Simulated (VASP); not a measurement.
# Al2O3 (R-3c) in VASP: a series of runs

Runs on Al2O3. Level: PBE. Tasks: single point.

Everything below comes from runs of VASP 6.6.1. Logs are shortened: lines on timing, memory, paths and dates and some standing lists are left out, and cuts for length are marked.

**Experimental background.**

From “Multi-petahertz electron interference in Cr:Al2O3 solid-state material”, 2018, pmc:5906618, for a bulk crystal of Al2O3: band gap 8.7 eV (optical).

The results are compared with them further down.

### Step 1. The cell of the first run

It takes space group R-3c (No. 167, trigonal). The conventional cell has a = 4.723 Å, b = 4.723 Å, c = 13.597 Å, α = 90.00°, β = 90.00°, γ = 120.00°. Al (site symmetry 3) has 6 O at 1.86 to 2.00 Å within 2.5 Å. O (site symmetry 2) has 4 Al at 1.86 to 2.00 Å and 12 O at 2.50 to 2.84 Å within 2.9 Å.

### Step 2. Single point, PBE (8.76 Å³/atom)

File INCAR:

```
SYSTEM = Al2O3
  ALGO = Normal
  EDIFF = 1E-6
  ENCUT = 520
  GGA = PE
  ISIF = 2
  ISMEAR = 0
  LASPH = .TRUE.
  LCHARG = .FALSE.
  LREAL = .FALSE.
  LWAVE = .FALSE.
  NBANDS = 35
  NELM = 80
  PREC = Accurate
  SIGMA = 0.05
```

File KPOINTS:

```
k-points
0
G
  6 6 6
  0 0 0
```

File POSCAR:

```
Al2O3
1.0
    2.3616309450      1.3634882618      4.5324421097
   -2.3616309450      1.3634882618      4.5324421097
    0.0000000000     -2.7269765237      4.5324421097
Al O
4 6
Direct
    0.8521293568      0.8521293568      0.8521293568
    0.6478706432      0.6478706432      0.6478706432
    0.1478706432      0.1478706432      0.1478706432
    0.3521293568      0.3521293568      0.3521293568
    0.0561574040      0.4438425960      0.7500000000
    0.7500000000      0.0561574040      0.4438425960
    0.4438425960      0.7500000000      0.0561574040
    0.9438425960      0.5561574040      0.2500000000
    0.2500000000      0.9438425960      0.5561574040
    0.5561574040      0.2500000000      0.9438425960
```

Potentials or basis: VASP PAW PBE potentials, release 64 (Al, O).

Command:

```
$ cat potpaw_PBE.64/Al/POTCAR potpaw_PBE.64/O/POTCAR > POTCAR
$ mpirun -np 1 vasp_std > vasp.out
```

OUTCAR:

```text
SYSTEM = Al2O3
   EDIFF = 1E-6
   ENCUT = 520
   GGA = PE
   ISIF = 2
   ISMEAR = 0
   LASPH = .TRUE.
   LREAL = .FALSE.
   NELM = 80
   PREC = Accurate

 ion  position               nearest neighbor table
   1  0.852  0.852  0.852-  10 1.86   9 1.86   8 1.86   7 2.00   5 2.00   6 2.00   3 2.77   3 2.77
                             3 2.77   2 2.78   2 3.24   2 3.24   2 3.24
   2  0.648  0.648  0.648-   9 1.86  10 1.86   8 1.86   6 2.00   5 2.00   7 2.00   4 2.77   4 2.77
                             4 2.77   1 2.78   1 3.24   1 3.24   1 3.24
   3  0.148  0.148  0.148-   7 1.86   6 1.86   5 1.86  10 2.00   8 2.00   9 2.00   1 2.77   1 2.77
                             1 2.77   4 2.78   4 3.24   4 3.24   4 3.24
   4  0.352  0.352  0.352-   6 1.86   7 1.86   5 1.86   9 2.00   8 2.00  10 2.00   2 2.77   2 2.77
                             2 2.77   3 2.78   3 3.24   3 3.24   3 3.24
   5  0.056  0.444  0.750-   3 1.86   4 1.86   1 2.00   2 2.00
   6  0.750  0.056  0.444-   4 1.86   3 1.86   2 2.00   1 2.00
   7  0.444  0.750  0.056-   3 1.86   4 1.86   1 2.00   2 2.00
   8  0.944  0.556  0.250-   1 1.86   2 1.86   3 2.00   4 2.00
   9  0.250  0.944  0.556-   2 1.86   1 1.86   4 2.00   3 2.00
  10  0.556  0.250  0.944-   1 1.86   2 1.86   3 2.00   4 2.00

  LATTYP: Found a trigonal (rhomboedric) cell.
 ALAT       =     5.2895588132
 COS(alpha) =     0.6013285307

  Lattice vectors:

 A1 = (   2.3616309450,   1.3634882618,   4.5324421097)
 A2 = (  -2.3616309450,   1.3634882618,   4.5324421097)
 A3 = (   0.0000000000,  -2.7269765237,   4.5324421097)

Analysis of symmetry for initial positions (statically):
=====================================================================
 Subroutine PRICEL returns:
 Original cell was already a primitive cell.

 Routine SETGRP: Setting up the symmetry group for a
 trigonal (rhombohedral) supercell.

 Subroutine GETGRP returns: Found 12 space group operations
 (whereof  6 operations were pure point group operations)
 out of a pool of 12 trial point group operations.

The static configuration has the point symmetry S_6 .
 The point group associated with its full space group is D_3d.

Analysis of symmetry for dynamics (positions and initial velocities):
=====================================================================
 Subroutine PRICEL returns:
 Original cell was already a primitive cell.

 Routine SETGRP: Setting up the symmetry group for a
 trigonal (rhombohedral) supercell.

 Subroutine GETGRP returns: Found 12 space group operations
 (whereof  6 operations were pure point group operations)
 out of a pool of 12 trial point group operations.

The dynamic configuration has the point symmetry S_6 .
 The point group associated with its full space group is D_3d.

 Subroutine INISYM returns: Found 12 space group operations
 (whereof  6 operations are pure point group operations),
 and found     1 'primitive' translations

----------------------------------------------------------------------------------------

                                     Primitive cell

  volume of cell :      87.5683

  direct lattice vectors                    reciprocal lattice vectors
     2.361630945  1.363488262  4.532442110     0.211718093  0.122235498  0.073543870
    -2.361630945  1.363488262  4.532442110    -0.211718093  0.122235498  0.073543870
     0.000000000 -2.726976524  4.532442110     0.000000000 -0.244470996  0.073543870

  length of vectors
     5.289558813  5.289558813  5.289558813     0.255293495  0.255293495  0.255293495

  position of ions in fractional coordinates (direct lattice)
     0.852129357  0.852129357  0.852129357
     0.647870643  0.647870643  0.647870643
     0.147870643  0.147870643  0.147870643
     0.352129357  0.352129357  0.352129357
     0.056157404  0.443842596  0.750000000
     0.750000000  0.056157404  0.443842596
     0.443842596  0.750000000  0.056157404
     0.943842596  0.556157404  0.250000000
     0.250000000  0.943842596  0.556157404
     0.556157404  0.250000000  0.943842596

  ion indices of the primitive-cell ions
   primitive index   ion index
                 1           1
                 2           2
                 3           3
                 4           4
                 5           5
                 6           6
                 7           7
                 8           8
                 9           9
                10          10

----------------------------------------------------------------------------------------

 KPOINTS: k-points

Automatic generation of k-mesh.
 Grid dimensions read from file:
 generate k-points for:    6    6    6

 Generating k-lattice:

  Cartesian coordinates                     Fractional coordinates (reciprocal lattice)
     0.035286349  0.020372583  0.012257312     0.166666667  0.000000000  0.000000000
    -0.035286349  0.020372583  0.012257312     0.000000000  0.166666667  0.000000000
     0.000000000 -0.040745166  0.012257312     0.000000000  0.000000000  0.166666667

  Length of vectors
     0.042548916  0.042548916  0.042548916

  Shift w.r.t. Gamma in fractional coordinates (k-lattice)
     0.000000000  0.000000000  0.000000000

 Subroutine IBZKPT returns following result:
 ===========================================

 Found     32 irreducible k-points:

 Following reciprocal coordinates:
            Coordinates               Weight
  0.000000  0.000000  0.000000      1.000000
  0.166667  0.000000  0.000000      6.000000
  0.333333  0.000000  0.000000      6.000000
  0.500000  0.000000  0.000000      3.000000
  0.166667  0.166667  0.000000      6.000000
  0.333333  0.166667 -0.000000     12.000000
[... 16 lines left out ...]
  0.500000  0.500000  0.166667      6.000000
 -0.333333  0.500000  0.166667     12.000000
 [... further k-points ...]
   k-points           NKPTS =     32   k-points in BZ     NKDIM =     32   number of bands    NBANDS=     35
   number of dos      NEDOS =    301   number of ions     NIONS =     10
   total plane-waves  NPLWV =  64000
   dimension x,y,z NGX =    40 NGY =   40 NGZ =   40
   dimension x,y,z NGXF=    80 NGYF=   80 NGZF=   80
   ions per type =               4   6
   NGX,Y,Z   is equivalent  to a cutoff of  12.57, 12.57, 12.57 a.u.
   NGXF,Y,Z  is equivalent  to a cutoff of  25.14, 25.14, 25.14 a.u.
 SYSTEM =  Al2O3
   PREC   = accura    normal or accurate (medium, high low for compatibility)
   ISTART =      0    job   : 0-new  1-cont  2-samecut
   ICHARG =      2    charge: 1-file 2-atom 10-const
   ISPIN  =      1    spin polarized calculation?
   LNONCOLLINEAR =      F non collinear calculations
   LSORBIT =      F    spin-orbit coupling
   LASPH  =      T    aspherical Exc in radial PAW
   ENCUT  =  520.0 eV  38.22 Ry    6.18 a.u.   9.84  9.84  9.84*2*pi/ulx,y,z
   NELM   =     80;   NELMIN=  2; NELMDL= -5     # of ELM steps
   EDIFF  = 0.1E-05   stopping-criterion for ELM
   LREAL  =      F    real-space projection
   EDIFFG = 0.1E-04   stopping-criterion for IOM
   NSW    =      0    number of steps for IOM
   IBRION =     -1    ionic relax: 0-MD 1-quasi-New 2-CG
   NFREE  =      0    steps in history (QN), initial steepest desc. (CG)
   ISIF   =      2    stress and relaxation
   ISYM   =      2    0-nonsym 1-usesym 2-fastsym
   POTIM  = 0.5000    time-step for ionic-motion
   TEBEG  =    0.0;   TEEND  =   0.0 temperature during run
   PSTRESS=    0.0 pullay stress
   NELECT =      48.0000    total number of electrons
   NUPDOWN=      -1.0000    fix difference up-down
   EMIN   =  10.00;   EMAX   =-10.00  energy-range for DOS
   EFERMI =   0.00;   METHOD = LEGACY
   ISMEAR =     0;   SIGMA  =   0.05  broadening in eV -4-tet -1-fermi 0-gaus
   EFERMI_NEDOS =   21; number of points for ismear=-14 and -15
   IALGO  =     38    algorithm
   IMIX   =      4    mixing-type and parameters
     AMIX     =   0.40;   BMIX     =  1.00
     AMIX_MAG =   1.60;   BMIX_MAG =  1.00
  volume/ion in A,a.u.               =       8.76        59.09
  Fermi-wavevector in a.u.,A,eV,Ry     =   1.339799  2.531853 24.423286  1.795061
  Thomas-Fermi vector in A             =   2.468162
   LORBIT       =      0    0 simple, 1 ext, 2 COOP (PROOUT), +10 PAW based schemes
   GGA     = PE    functional components
   LHFCALC =     F    Hartree Fock is set to
   AEXX    =    0.0000 exact exchange contribution
   IVDW    =     0    specifies the selected vdW correction
   LEPSILON=     F    determine dielectric tensor
   LRPA    =     F    only Hartree local field effects (RPA)
 non-spin polarized calculation
 Gauss-broadening in eV      SIGMA  =   0.05
  energy-cutoff  :      520.00
  volume of cell :       87.57
 maximum number of plane-waves:      2380
   NGX = 19   NGY = 19   NGZ = 19

 number of electron      47.9999995 magnetization

 Free energy of the ion-electron system (eV)
  ---------------------------------------------------
  ext. energy  EPLUGINS =         0.00000000
  ---------------------------------------------------
  free energy    TOTEN  =       -74.60385056 eV

  energy without entropy =      -74.60385056  energy(sigma->0) =      -74.60385056

 E-fermi :   6.1891     XC(G=0): -11.5364

 val. band max:        5.9468023457   @ k =   0.0000   0.0000   0.0000
 cond. band min:      11.6350486499   @ k =   0.0000   0.0000   0.0000
 fundamental gap:      5.6882463042
 Fermi energy:         6.1890618550

 k-point     1 :       0.0000    0.0000    0.0000
  band No.  band energies     occupation
      1     -13.2218      2.00000
      2     -11.2091      2.00000
      3     -10.6672      2.00000
      4     -10.6672      2.00000
      5     -10.3971      2.00000
      6     -10.3971      2.00000
[... 27 lines left out ...]
     34      19.2633      0.00000
     35      19.7642      0.00000
[... 843 lines left out ...]
      5     -10.6453      2.00000
      6     -10.4312      2.00000
[... 27 lines left out ...]
     34      18.9929      0.00000
     35      19.1838      0.00000

 [... further k-points ...]

------------------------ aborting loop because EDIFF is reached ----------------------------------------

  FORCE on cell =-STRESS in cart. coord.  units (eV):
  Direction    XX          YY          ZZ          XY          YZ          ZX
  --------------------------------------------------------------------------------------
  -------------------------------------------------------------------------------------
  Total        4.3346746      4.3346746     -7.4379281     -0.0000000      0.0000000      0.0000000
  in kB       79.3085729     79.3085729   -136.0866768     -0.0000000      0.0000000      0.0000000
  external PRESSURE =       7.5101564 kB  Pullay stress =       0.0000000 kB

 VOLUME and BASIS-vectors are now :
 -----------------------------------------------------------------------------
  energy-cutoff  :      520.00
  volume of cell :       87.57
      direct lattice vectors                 reciprocal lattice vectors
     2.361630945  1.363488262  4.532442110     0.211718093  0.122235498  0.073543870
    -2.361630945  1.363488262  4.532442110    -0.211718093  0.122235498  0.073543870
     0.000000000 -2.726976524  4.532442110     0.000000000 -0.244470996  0.073543870

 POSITION                                       TOTAL-FORCE (eV/Angst)
 -----------------------------------------------------------------------------------
      0.00000     -0.00000     11.58668        -0.000000      0.000000     -0.274584
      0.00000     -0.00000      8.80931        -0.000000     -0.000000      0.274584
      0.00000     -0.00000      2.01065        -0.000000     -0.000000      0.274584
      0.00000     -0.00000      4.78802        -0.000000      0.000000     -0.274584
     -0.91557     -1.36349      5.66555         0.124530     -0.000000      0.000000
      1.63860     -0.11116      5.66555        -0.062265      0.107846     -0.000000
     -0.72303      1.47465      5.66555        -0.062265     -0.107846     -0.000000
      0.91557      1.36349      7.93177        -0.124530     -0.000000     -0.000000
     -1.63860      0.11116      7.93177         0.062265     -0.107846     -0.000000
      0.72303     -1.47465      7.93177         0.062265      0.107846     -0.000000
 -----------------------------------------------------------------------------------
    total drift:                                0.000000      0.000000     -0.000000

  FREE ENERGIE OF THE ION-ELECTRON SYSTEM (eV)
  ---------------------------------------------------
  free  energy   TOTEN  =       -74.6038505599 eV

  energy  without entropy=      -74.6038505599  energy(sigma->0) =      -74.60385056
```

It took 2.6 min on 1 thread of Intel Xeon 8259CL, shared host; peak memory 0.26 GiB.

What came out:

| Item | Value |
| --- | --- |
| Free energy | -74.6039 eV |
| Pressure | 0.8 GPa |
| Largest force | 0.275 eV/Å |
| Band gap on the k mesh | 5.69 eV |

Forces in eV/Å, atoms in the order of the input:
```
Al   0.000  0.000 -0.275
Al   0.000  0.000  0.275
Al   0.000  0.000  0.275
Al   0.000  0.000 -0.275
O    0.125  0.000  0.000
O   -0.062  0.108  0.000
O   -0.062 -0.108  0.000
O   -0.125  0.000  0.000
O    0.062 -0.108  0.000
O    0.062  0.108  0.000
```

Levels at points of the mesh, in eV from the valence-band top:
| k point | band 20 | band 21 | band 22 | band 23 | band 24 | band 25 | band 26 | band 27 | band 28 | band 29 |
| --- | --- | --- | --- | --- | --- | --- | --- | --- | --- | --- |
| (0.00, 0.00, 0.00) | -0.49 | -0.49 | -0.48 | 0.00 | 0.00 | 5.69 | 9.20 | 10.05 | 10.52 | 10.52 |
| (0.50, 0.00, 0.00) | -1.38 | -0.99 | -0.99 | -0.45 | -0.45 | 8.77 | 8.77 | 9.18 | 9.18 | 11.63 |
| (0.50, 0.50, 0.00) | -1.40 | -1.04 | -1.00 | -0.90 | -0.42 | 8.94 | 9.46 | 9.80 | 9.98 | 10.50 |
| (0.50, 0.50, 0.50) | -2.16 | -0.29 | -0.29 | -0.29 | -0.29 | 8.39 | 8.39 | 10.56 | 10.56 | 12.04 |

Caveat: the stress differs along the axes, from -14 to 8 GPa.

### Step 3. Single point, PBE (9.22 Å³/atom)

This run uses another cell than the first one, of 9.22 Å³/atom.

File INCAR:

```
SYSTEM = Al2O3
PREC     = Accurate       ! precision mode
ENCUT    = 520            ! plane-wave cutoff, eV
EDIFF    = 1E-6           ! SCF threshold, eV
ISMEAR   = 0              ! smearing method
SIGMA    = 0.05           ! smearing width, eV
LREAL    = .False.        ! projectors in reciprocal space
LASPH    = .True.         ! aspherical terms in the spheres
NELM     = 100            ! most SCF steps
ALGO     = Normal         ! electronic algorithm
ISIF     = 2              ! what is computed and relaxed
LWAVE    = .False.        ! write WAVECAR
LCHARG   = .False.        ! write CHGCAR
GGA      = PE             ! functional
NBANDS   = 35             ! bands
```

File KPOINTS:

```
Automatic mesh
0
Gamma
  6 6 6
  0 0 0
```

POSCAR: that of step 2 with these lines changed.

```diff
@@ -2,5 +2,5 @@
 1.0
-    2.3616309450      1.3634882618      4.5324421097
-   -2.3616309450      1.3634882618      4.5324421097
-    0.0000000000     -2.7269765237      4.5324421097
+    2.5123559069      1.4505093592      4.2185805485
+   -2.5123559069      1.4505093592      4.2185805485
+    0.0000000000     -2.9010187183      4.2185805485
 Al O
```

Potentials or basis: VASP PAW PBE potentials, release 64 (Al, O).

Command:

```
$ cat potpaw_PBE.64/Al/POTCAR potpaw_PBE.64/O/POTCAR > POTCAR
$ mpirun -np 1 vasp_std > vasp.out
```

Run time: 3 min. Hardware: 1 thread of Intel Xeon 8259CL, shared host; peak memory 0.26 GiB.

Results (log left out):

```
Free energy            : -74.1904 eV
Pressure               : -11.3 GPa
Largest force          : 0.551 eV/Å
Band gap on the k mesh : 4.58 eV
```

Forces in eV/Å, atoms in the order of the input:
```
Al   0.000  0.000  0.551
Al   0.000  0.000 -0.551
Al   0.000  0.000 -0.551
Al   0.000  0.000  0.551
O   -0.228  0.000  0.000
O    0.114 -0.197  0.000
O    0.114  0.197  0.000
O    0.228  0.000  0.000
O   -0.114  0.197  0.000
O   -0.114 -0.197  0.000
```

Stress tensor (GPa, compression positive):
```
-20.89   0.00   0.00
  0.00 -20.89   0.00
  0.00   0.00   8.01
```

Levels at points of the mesh, in eV from the valence-band top:
```csv
k point,band 21,band 22,band 23,band 24,band 25,band 26,band 27,band 28
"(0.00, 0.00, 0.00)",-0.76,-0.65,-0.65,0.00,4.58,7.54,9.47,9.70
"(0.50, 0.00, 0.00)",-1.10,-1.10,-0.48,-0.48,7.87,7.87,8.43,8.43
"(0.50, 0.50, 0.00)",-1.36,-1.32,-0.83,-0.46,8.09,8.27,8.28,9.16
"(0.50, 0.50, 0.50)",-0.96,-0.96,-0.96,-0.96,7.05,7.05,10.06,10.06
```

Caveat: the stress differs along the axes, from -21 to 8 GPa.

### Step 4. Against experiment

Step 2. Measured gap of Al2O3: 8.7 eV (optical; quoted in “Multi-petahertz electron interference in Cr:Al2O3 solid-state material”, 2018, pmc:5906618). This calculation gives 5.69 eV (-3.01 eV). The value is that of PBE, without temperature or zero-point motion. Semilocal functionals fall short of measured gaps as a rule.
